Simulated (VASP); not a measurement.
Here is a VASP 6.6.1 calculation.

File INCAR:

```
PREC = Accurate
ENCUT = 600
EDIFF = 1E-6
ISMEAR = 1
SIGMA = 0.1
LREAL = F
LASPH = T
NELM = 120
ALGO = Normal
ISIF = 2
LWAVE = F
LCHARG = F
GGA = PE
NBANDS = 14
GGA_COMPAT = F
```

File KPOINTS:

```
Automatic mesh
0
Gamma
  9 9 9
```

POSCAR

```
TaC
1.0
   -0.0333450000      2.2063275000      2.2063275000
    2.2063275000     -0.0333450000      2.2063275000
    2.2063275000      2.2063275000     -0.0333450000
Ta C
1 1
Direct
    0.0000000000      0.0000000000      0.0000000000
    0.5000000000      0.5000000000      0.5000000000
```

Potentials or basis: VASP PAW PBE potentials, release 64 (Ta_pv, C).

Run with:

```console
$ cat potpaw_PBE.64/Ta_pv/POTCAR potpaw_PBE.64/C/POTCAR > POTCAR
$ mpirun -np 1 vasp_std > vasp.out
```

(1) What does it give for the pressure?

Answers

(1) 7.6 GPa.
